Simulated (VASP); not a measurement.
# Mo (Fm-3m) in VASP: a series of runs, part 2 of 2

VASP 6.6.1.

**4. Relaxation of cell and atoms, PBEsol**

File INCAR:

```
SYSTEM = Mo
ALGO     = Fast           ! electronic algorithm
EDIFF    = 1E-6           ! SCF threshold, eV
EDIFFG   = -0.005         ! ionic threshold
ENCUT    = 600            ! plane-wave cutoff, eV
GGA      = PS             ! functional
IBRION   = 2              ! ionic algorithm
ISIF     = 3              ! what is computed and relaxed
ISMEAR   = 0              ! smearing method
LASPH    = .TRUE.         ! aspherical terms in the spheres
LCHARG   = .FALSE.        ! write CHGCAR
LREAL    = .FALSE.        ! projectors in reciprocal space
LWAVE    = .FALSE.        ! write WAVECAR
NELM     = 80             ! most SCF steps
NSW      = 100            ! ionic steps
PREC     = Accurate       ! precision mode
SIGMA    = 0.1            ! smearing width, eV
```

File KPOINTS:

```
k-points
0
G
  18 18 18
  0 0 0
```

File POSCAR:

```
Mo
1.0
    0.0000000000     -1.9797729532     -1.9797729532
    1.9797729532      0.0000000000     -1.9797729532
    1.9797729532     -1.9797729532      0.0000000000
Mo
1
Direct
    0.0000000000      0.0000000000      0.0000000000
```

Potentials or basis: VASP PAW PBE potentials, release 64 (Mo_sv).

Launch:

```sh
> cat potpaw_PBE.64/Mo_sv/POTCAR > POTCAR
> mpirun -np 1 vasp_std > vasp.out
```

OUTCAR:

```text
SYSTEM = Mo
   EDIFF = 1E-6
   EDIFFG = -0.005
   ENCUT = 600
   GGA = PS
   IBRION = 2
   ISIF = 3
   ISMEAR = 0
   LASPH = .TRUE.
   LREAL = .FALSE.
   NELM = 80
   NSW = 100
   PREC = Accurate

 ion  position               nearest neighbor table
   1  0.000  0.000  0.000-

  LATTYP: Found a face centered cubic cell.
 ALAT       =     3.9595459064

  Lattice vectors:

 A1 = (   0.0000000000,  -1.9797729532,  -1.9797729532)
 A2 = (   1.9797729532,   0.0000000000,  -1.9797729532)
 A3 = (   1.9797729532,  -1.9797729532,   0.0000000000)

Analysis of symmetry for initial positions (statically):
[... 33 lines left out ...]
                                     Primitive cell

  volume of cell :      15.5194

  direct lattice vectors                    reciprocal lattice vectors
     0.000000000 -1.979772953 -1.979772953    -0.252554213 -0.252554213 -0.252554213
     1.979772953  0.000000000 -1.979772953     0.252554213  0.252554213 -0.252554213
     1.979772953 -1.979772953  0.000000000     0.252554213 -0.252554213  0.252554213

  length of vectors
     2.799821761  2.799821761  2.799821761     0.437436728  0.437436728  0.437436728

  position of ions in fractional coordinates (direct lattice)
     0.000000000  0.000000000  0.000000000

  ion indices of the primitive-cell ions
   primitive index   ion index
                 1           1

----------------------------------------------------------------------------------------

 KPOINTS: k-points

Automatic generation of k-mesh.
 Grid dimensions read from file:
 generate k-points for:   18   18   18

 Generating k-lattice:

  Cartesian coordinates                     Fractional coordinates (reciprocal lattice)
    -0.014030790 -0.014030790 -0.014030790     0.055555556  0.000000000  0.000000000
     0.014030790  0.014030790 -0.014030790     0.000000000  0.055555556  0.000000000
     0.014030790 -0.014030790  0.014030790     0.000000000  0.000000000  0.055555556

  Length of vectors
     0.024302040  0.024302040  0.024302040

  Shift w.r.t. Gamma in fractional coordinates (k-lattice)
     0.000000000  0.000000000  0.000000000

 Subroutine IBZKPT returns following result:
 ===========================================

 Found    195 irreducible k-points:

 Following reciprocal coordinates:
            Coordinates               Weight
  0.000000  0.000000  0.000000      1.000000
  0.055556  0.000000  0.000000      8.000000
  0.111111  0.000000  0.000000      8.000000
  0.166667  0.000000  0.000000      8.000000
  0.222222  0.000000  0.000000      8.000000
  0.277778  0.000000  0.000000      8.000000
[... 16 lines left out ...]
 -0.277778  0.055556  0.000000     24.000000
 -0.222222  0.055556  0.000000     24.000000
 [... further k-points ...]
   k-points           NKPTS =    195   k-points in BZ     NKDIM =    195   number of bands    NBANDS=     11
   number of dos      NEDOS =    301   number of ions     NIONS =      1
   total plane-waves  NPLWV =  13824
   dimension x,y,z NGX =    24 NGY =   24 NGZ =   24
   dimension x,y,z NGXF=    48 NGYF=   48 NGZF=   48
   ions per type =               1
   NGX,Y,Z   is equivalent  to a cutoff of  14.25, 14.25, 14.25 a.u.
   NGXF,Y,Z  is equivalent  to a cutoff of  28.50, 28.50, 28.50 a.u.
 SYSTEM =  Mo
   PREC   = accura    normal or accurate (medium, high low for compatibility)
   ISTART =      0    job   : 0-new  1-cont  2-samecut
   ICHARG =      2    charge: 1-file 2-atom 10-const
   ISPIN  =      1    spin polarized calculation?
   LNONCOLLINEAR =      F non collinear calculations
   LSORBIT =      F    spin-orbit coupling
   LASPH  =      T    aspherical Exc in radial PAW
   ENCUT  =  600.0 eV  44.10 Ry    6.64 a.u.   5.59  5.59  5.59*2*pi/ulx,y,z
   NELM   =     80;   NELMIN=  2; NELMDL= -5     # of ELM steps
   EDIFF  = 0.1E-05   stopping-criterion for ELM
   LREAL  =      F    real-space projection
   EDIFFG = -.5E-02   stopping-criterion for IOM
   NSW    =    100    number of steps for IOM
   IBRION =      2    ionic relax: 0-MD 1-quasi-New 2-CG
   NFREE  =      1    steps in history (QN), initial steepest desc. (CG)
   ISIF   =      3    stress and relaxation
   ISYM   =      2    0-nonsym 1-usesym 2-fastsym
   POTIM  = 0.5000    time-step for ionic-motion
   TEBEG  =    0.0;   TEEND  =   0.0 temperature during run
   PSTRESS=    0.0 pullay stress
   NELECT =      14.0000    total number of electrons
   NUPDOWN=      -1.0000    fix difference up-down
   EMIN   =  10.00;   EMAX   =-10.00  energy-range for DOS
   EFERMI =   0.00;   METHOD = LEGACY
   ISMEAR =     0;   SIGMA  =   0.10  broadening in eV -4-tet -1-fermi 0-gaus
   EFERMI_NEDOS =   21; number of points for ismear=-14 and -15
   IALGO  =     68    algorithm
   IMIX   =      4    mixing-type and parameters
     AMIX     =   0.40;   BMIX     =  1.00
     AMIX_MAG =   1.60;   BMIX_MAG =  1.00
  volume/ion in A,a.u.               =      15.52       104.73
  Fermi-wavevector in a.u.,A,eV,Ry     =   1.581826  2.989218 34.044150  2.502174
  Thomas-Fermi vector in A             =   2.681843
   LORBIT       =      0    0 simple, 1 ext, 2 COOP (PROOUT), +10 PAW based schemes
   GGA     = PS    functional components
   LHFCALC =     F    Hartree Fock is set to
   AEXX    =    0.0000 exact exchange contribution
   IVDW    =     0    specifies the selected vdW correction
   LEPSILON=     F    determine dielectric tensor
   LRPA    =     F    only Hartree local field effects (RPA)
 conjugate gradient relaxation of ions
 non-spin polarized calculation
 RMM-DIIS sequential band-by-band and
 Gauss-broadening in eV      SIGMA  =   0.10
  energy-cutoff  :      600.00
  volume of cell :       15.52
 maximum number of plane-waves:       534
   NGX = 11   NGY = 11   NGZ = 11

--------------------------------------- Ionic step        1  -------------------------------------------

 number of electron      13.9999999 magnetization

 Free energy of the ion-electron system (eV)
  ---------------------------------------------------
  ext. energy  EPLUGINS =         0.00000000
  ---------------------------------------------------
  free energy    TOTEN  =       -11.34832637 eV

  energy without entropy =      -11.34223577  energy(sigma->0) =      -11.34528107

------------------------ aborting loop because EDIFF is reached ----------------------------------------

  FORCE on cell =-STRESS in cart. coord.  units (eV):
  Direction    XX          YY          ZZ          XY          YZ          ZX
  --------------------------------------------------------------------------------------
  -------------------------------------------------------------------------------------
  Total        0.0666412      0.0666412      0.0666412      0.0000000      0.0000000      0.0000000
  in kB        6.8798229      6.8798229      6.8798229      0.0000000      0.0000000      0.0000000
  external PRESSURE =       6.8798229 kB  Pullay stress =       0.0000000 kB
[... 90 lines left out ...]
  energy  without entropy=      -11.3423167044  energy(sigma->0) =      -11.34536142

--------------------------------------- Ionic step        4  -------------------------------------------

 number of electron      13.9999999 magnetization

 Free energy of the ion-electron system (eV)
  ---------------------------------------------------
  ext. energy  EPLUGINS =         0.00000000
  ---------------------------------------------------
  free energy    TOTEN  =       -11.34840483 eV

  energy without entropy =      -11.34231584  energy(sigma->0) =      -11.34536034

 E-fermi :  12.0808     XC(G=0): -13.5364

 val. band max:       12.0777321429   @ k =  -0.4444   0.1667   0.0000
 cond. band min:      12.0880885184   @ k =  -0.2778   0.1667   0.0556
 fundamental gap:      0.0103563754
 Fermi energy:        12.0808301000

 k-point     1 :       0.0000    0.0000    0.0000
  band No.  band energies     occupation
      1     -48.5053      2.00000
      2     -21.8043      2.00000
      3     -21.8043      2.00000
      4     -21.8043      2.00000
      5       5.2385      2.00000
      6      11.3488      2.00000
      7      11.3488      2.00000
      8      11.3488      2.00000
      9      14.1381      0.00000
     10      14.1381      0.00000
     11      25.2076      0.00000
[... 309 lines left out ...]
 k-point    24 :      -0.2222    0.0556    0.0000
  band No.  band energies     occupation
      1     -48.3814      2.00000
      2     -22.5104      2.00000
      3     -21.9419      2.00000
      4     -21.8776      2.00000
      5       7.1698      2.00000
      6      10.5799      2.00000
      7      11.7524      2.00000
      8      11.8619      1.99804
      9      13.7434      0.00000
     10      14.6794      0.00000
     11      26.1158      0.00000

 [... further k-points ...]

------------------------ aborting loop because EDIFF is reached ----------------------------------------

  FORCE on cell =-STRESS in cart. coord.  units (eV):
  Direction    XX          YY          ZZ          XY          YZ          ZX
  --------------------------------------------------------------------------------------
  -------------------------------------------------------------------------------------
  Total       -0.0034605     -0.0034605     -0.0034605     -0.0000000      0.0000000     -0.0000000
  in kB       -0.3562474     -0.3562474     -0.3562474     -0.0000000      0.0000000     -0.0000000
  external PRESSURE =      -0.3562474 kB  Pullay stress =       0.0000000 kB
[... 16 lines left out ...]
  FREE ENERGIE OF THE ION-ELECTRON SYSTEM (eV)
  ---------------------------------------------------
  free  energy   TOTEN  =       -11.3484048340 eV

  energy  without entropy=      -11.3423158439  energy(sigma->0) =      -11.34536034

 reached required accuracy - stopping structural energy minimisation
```

It took 2 min on 1 thread of Intel Xeon 6975P-C, shared host; peak memory 0.18 GiB.

Results:

```yaml
Free_energy: -11.3484 eV
Relaxed_volume: 15.56 Å³/atom
Relaxed_cell: a = 2.802 Å, b = 2.802 Å, c = 2.802 Å, α = 60.00°, β = 60.00°, γ = 60.00°
Space_group_after_relaxing_to_0.05_Å: Fm-3m (No. 225)
Energy_gained_by_relaxing: 0.1 meV/atom
Ionic_steps: 4
Pressure_after_relaxing: 0.0 GPa
Band_gap_on_the_k_mesh: zero (band 7 reaches 16.26 eV, above the bottom of band 8 at 11.35 eV)
```

Final structure:
```yaml
crystal:
  lattice:
    - [0.00000, -1.98163, -1.98163]
    - [1.98163, 0.00000, -1.98163]
    - [1.98163, -1.98163, 0.00000]
  atoms:
    - { symbol: Mo, position: [0.00000, 0.00000, 0.00000] }
```

Caveat: the PAW data sets were made with another functional, which shifts forces and pressure a little.

**5. Single point, PBEsol**

File INCAR:

```
PREC     = Accurate       # precision mode
ENCUT    = 500            # plane-wave cutoff, eV
EDIFF    = 1E-6           # SCF threshold, eV
ISMEAR   = 0              # smearing method
SIGMA    = 0.1            # smearing width, eV
LREAL    = F              # projectors in reciprocal space
LASPH    = T              # aspherical terms in the spheres
NELM     = 120            # most SCF steps
ALGO     = Normal         # electronic algorithm
ISIF     = 2              # what is computed and relaxed
LWAVE    = F              # write WAVECAR
LCHARG   = T              # write CHGCAR
GGA      = PS             # functional
LELF     = T              # ELF
LVHAR    = T            
NBANDS   = 13             # bands
GGA_COMPAT= F
```

File KPOINTS:

```
regular mesh
0
Gamma
  8 8 8
```

File POSCAR:

```
Mo
1.0
    0.0000000000      1.9797729523      1.9797729523
    1.9797729523      0.0000000000      1.9797729523
    1.9797729523      1.9797729523      0.0000000000
Mo
1
Direct
    0.0000000000      0.0000000000      0.0000000000
```

Launch:

```sh
> cat potpaw_PBE.64/Mo_sv/POTCAR > POTCAR
> mpirun -np 1 vasp_std > vasp.out
```

Wall time 9.7 s (1 thread of Intel Xeon 8259CL, shared host); peak memory 0.12 GiB.

The run converged. Its results:

```yaml
Free_energy: -11.3356 eV
Pressure: 0.4 GPa
Band_gap_on_the_k_mesh: zero (band 7 reaches 16.34 eV, above the bottom of band 8 at 11.40 eV)
```

Levels at points of the mesh, in eV from the Fermi level:
```tsv
k point	band 3	band 4	band 5	band 6	band 7	band 8	band 9	band 10	band 11	band 12
(0.00, 0.00, 0.00)	-33.85	-33.85	-6.85	-0.72	-0.72	-0.72	2.08	2.08	13.14	18.51
(0.50, 0.00, 0.00)	-34.04	-34.04	-4.75	-0.93	-0.93	1.68	4.27	4.27	11.61	12.83
(0.50, 0.50, 0.00)	-34.37	-34.37	-5.17	-4.44	4.22	4.23	4.90	4.90	12.72	12.72
```

Caveat: the PAW data sets were made with another functional, which shifts forces and pressure a little.

**6. Single point, PBEsol (strained)**

File INCAR:

```
PREC = Accurate ; ENCUT = 500
EDIFF = 1E-6 ; ISMEAR = 0
SIGMA = 0.1 ; LREAL = False
LASPH = True ; NELM = 120
ALGO = Normal ; ISIF = 2
LWAVE = False ; LCHARG = True
GGA = PS ; LELF = True
LVHAR = True ; NBANDS = 13
GGA_COMPAT = False
```

File KPOINTS:

```
regular mesh
0
Gamma
  18 18 18
```

File POSCAR:

```
Mo
1.0
    0.0000000000      1.9612599500      1.9612599500
    1.9612599500      0.0000000000      1.9612599500
    1.9612599500      1.9612599500      0.0000000000
Mo
1
Direct
    0.0000000000      0.0000000000      0.0000000000
```

Potentials or basis: VASP PAW PBE potentials, release 64 (Mo_sv).

Launch:

```sh
> cat potpaw_PBE.64/Mo_sv/POTCAR > POTCAR
> mpirun -np 1 vasp_std > vasp.out
```

OUTCAR:

```text
PREC = Accurate
   ENCUT = 500
   EDIFF = 1E-6
   ISMEAR = 0
   LREAL = False
   LASPH = True
   NELM = 120
   ISIF = 2
   GGA = PS

 ion  position               nearest neighbor table
   1  0.000  0.000  0.000-

  LATTYP: Found a face centered cubic cell.
 ALAT       =     3.9225199000

  Lattice vectors:

 A1 = (   0.0000000000,   1.9612599500,   1.9612599500)
 A2 = (   1.9612599500,   0.0000000000,   1.9612599500)
 A3 = (   1.9612599500,   1.9612599500,   0.0000000000)

[... 561 lines left out ...]
     13      34.3114      0.00000

 [... further k-points ...]

------------------------ aborting loop because EDIFF is reached ----------------------------------------

  FORCE on cell =-STRESS in cart. coord.  units (eV):
  Direction    XX          YY          ZZ          XY          YZ          ZX
  --------------------------------------------------------------------------------------
  -------------------------------------------------------------------------------------
  Total        0.8058526      0.8058526      0.8058526      0.0000000     -0.0000000      0.0000000
  in kB       85.5718083     85.5718083     85.5718083      0.0000000     -0.0000000      0.0000000
  external PRESSURE =      85.5718083 kB  Pullay stress =       0.0000000 kB

 VOLUME and BASIS-vectors are now :
 -----------------------------------------------------------------------------
  energy-cutoff  :      500.00
  volume of cell :       15.09
      direct lattice vectors                 reciprocal lattice vectors
     0.000000000  1.961259950  1.961259950    -0.254938159  0.254938159  0.254938159
     1.961259950  0.000000000  1.961259950     0.254938159 -0.254938159  0.254938159
     1.961259950  1.961259950  0.000000000     0.254938159  0.254938159 -0.254938159

 POSITION                                       TOTAL-FORCE (eV/Angst)
 -----------------------------------------------------------------------------------
      0.00000      0.00000      0.00000         0.000000      0.000000     -0.000000
 -----------------------------------------------------------------------------------
    total drift:                                0.000000      0.000000      0.000000

  FREE ENERGIE OF THE ION-ELECTRON SYSTEM (eV)
  ---------------------------------------------------
  free  energy   TOTEN  =       -11.3356783308 eV

  energy  without entropy=      -11.3295967800  energy(sigma->0) =      -11.33263756
```

OSZICAR:

```text
N       E                     dE             d eps       ncg     rms          rms(c)
DAV:   1     0.888208843580E+02    0.88821E+02   -0.78855E+03  5109   0.108E+03
DAV:   2    -0.108191819593E+02   -0.99640E+02   -0.95970E+02  5815   0.306E+02
DAV:   3    -0.119832363511E+02   -0.11641E+01   -0.11609E+01  5605   0.326E+01
DAV:   4    -0.119857348468E+02   -0.24985E-02   -0.24984E-02  5760   0.185E+00
DAV:   5    -0.119857496848E+02   -0.14838E-04   -0.14838E-04  5700   0.127E-01    0.165E+01
DAV:   6    -0.114250051963E+02    0.56074E+00   -0.68859E-01  5235   0.100E+01    0.490E+00
DAV:   7    -0.113408307580E+02    0.84174E-01   -0.14259E-01  5685   0.432E+00    0.753E-01
DAV:   8    -0.113356638322E+02    0.51669E-02   -0.37624E-03  5195   0.765E-01    0.151E-01
DAV:   9    -0.113356699008E+02   -0.60686E-05   -0.73581E-05  6209   0.997E-02    0.747E-02
DAV:  10    -0.113356781245E+02   -0.82237E-05   -0.72245E-06  5305   0.308E-02    0.821E-03
DAV:  11    -0.113356783308E+02   -0.20634E-06   -0.71794E-08  2905   0.272E-03
   1 F= -.11335678E+02 E0= -.11332638E+02  d E =-.608155E-02
```

It took 10 s on 1 thread of Intel Xeon 6975P-C (Granite Rapids), shared host; peak memory 0.15 GiB.

Results:

```
Free energy            : -11.3357 eV
Pressure               : 8.6 GPa
Band gap on the k mesh : zero (band 7 reaches 16.94 eV, above the bottom of band 8 at 11.79 eV)
```

Caveat: the cell differs from its parent crystal (strained); the PAW data sets were made with another functional, which shifts forces and pressure a little.

**7. Overview**

| task | cell | k mesh | cutoff (eV) | gap on the mesh (eV) | pressure (GPa) |
| --- | --- | --- | --- | --- | --- |
| single point | a = 2.801 Å, angles 60.0°, 1 atom | 18 × 18 × 18 | 520 | none | 0.5 |
| relaxation of cell and atoms | relaxed from a = 2.800 Å, angles 60.0°, 1 atom | 18 × 18 × 18 | 600 | none | 0.0 |
| single point | a = 2.800 Å, angles 60.0°, 1 atom | 8 × 8 × 8 | 500 | none | 0.4 |
| single point | a = 2.774 Å, angles 60.0°, 1 atom | 18 × 18 × 18 | 500 | none | 8.6 |

Alike in all rows: level PBEsol; potentials or basis VASP PAW PBE potentials, release 64 (Mo_sv); no spin polarisation; smearing gaussian 0.1 eV.

Caveats: the PAW data sets were made with another functional, which shifts forces and pressure a little.

Absolute energies hang on the potentials; compare differences alone.
